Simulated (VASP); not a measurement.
A run of VASP 6.6.1:

File POSCAR:

```
Ba
1.0
   -2.5065000000      2.5065000000      2.5065000000
    2.5065000000     -2.5065000000      2.5065000000
    2.5065000000      2.5065000000     -2.5065000000
Ba
1
Direct
    0.0000000000      0.0000000000      0.0000000000
```

The input INCAR.step1:

```
SYSTEM = Ba
PREC = Accurate
ENCUT = 600
ISMEAR = 0
SIGMA = 0.1
LREAL = .False.
LASPH = .True.
NELM = 80
GGA = PE
ALGO = Normal
EDIFF = 1E-4
LWAVE = .True.
LCHARG = .False.
```

File INCAR.step2:

```
SYSTEM = Ba
PREC = Accurate
ENCUT = 600
EDIFF = 1E-6
ISMEAR = 0
SIGMA = 0.1
LREAL = .False.
LASPH = .True.
NELM = 80
ALGO = Normal
ISIF = 3
LWAVE = .False.
LCHARG = .False.
METAGGA = R2SCAN
LMIXTAU = .True.
IBRION = 2
NSW = 100
EDIFFG = -0.005
ISTART = 1
```

The input KPOINTS:

```
Automatic mesh
0
Gamma
  12 12 12
  0 0 0
```

Potentials or basis: VASP PAW PBE potentials, release 64 (Ba_sv).

Launch:

```console
$ cat potpaw_PBE.64/Ba_sv/POTCAR > POTCAR
$ cp INCAR.step1 INCAR
$ mpirun -np 1 vasp_std > vasp.out
$ cp INCAR.step2 INCAR
$ mpirun -np 1 vasp_std > vasp.out
```

Hardware: 1 thread of Intel Xeon 6975P-C, with other jobs on the host.

Question: How long does it take, and how much memory?

Answer: Wall time 7.7 min on 1 thread of Intel Xeon 6975P-C, on a shared host, peak memory 0.26 GiB. Counts: k points 72, ion steps 5.
